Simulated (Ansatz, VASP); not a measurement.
**SnTe5 in VASP and in Ansatz**

```xyz
6
Lattice="3.7768 0.0000 0.0000 0.0000 3.7768 0.0000 0.0000 0.0000 12.0913" Properties=species:S:1:pos:R:3 pbc="T T T"
Sn    1.8884    1.8884    0.0000
Te    1.8884    1.8884    4.1445
Te    1.8884    1.8884    7.9468
Te    0.0000    0.0000    1.9244
Te    0.0000    0.0000   10.1669
Te    0.0000    0.0000    6.0457
```

Change from the starting cell: species swapped into the Hf5Pb type (P4/mmm, No. 123).

Alike in both runs: task relaxation of cell and atoms; functional PBE; k mesh 4 × 4 × 2; occupations gaussian, width 0.1 eV; no spin polarisation.

|  | VASP | Ansatz |
| --- | --- | --- |
| version | VASP 6.6.1 | Ansatz 0.2.0 |
| potentials or method | VASP PAW PBE potentials, release 64 (Sn_d, Te), cutoff 600 eV | scalar-relativistic, plane waves, PAW |
| valence electrons in the cell | 44 | 94 |

```tsv
	VASP	Ansatz	Ansatz less VASP
gap on the k mesh at the Fermi level, each at its own relaxed structure (eV)	none	none	-
relaxed volume (Å³/atom)	29.09	29.10	+0.007
relaxed cell length with the largest relative difference (Å)	11.846	11.796	-0.0497
```

A gap of «none» marks a metal or a gap that the smearing closes. VASP's potentials hold 44 valence electrons a cell and Ansatz's 94, so a difference there can come from the potentials and not from the codes.

The k mesh is coarse, so the values compare programs but aren't converged. Spin-orbit coupling is off throughout. Noted on VASP's run: too few bands were computed for a metal, which touches its energy and stress.
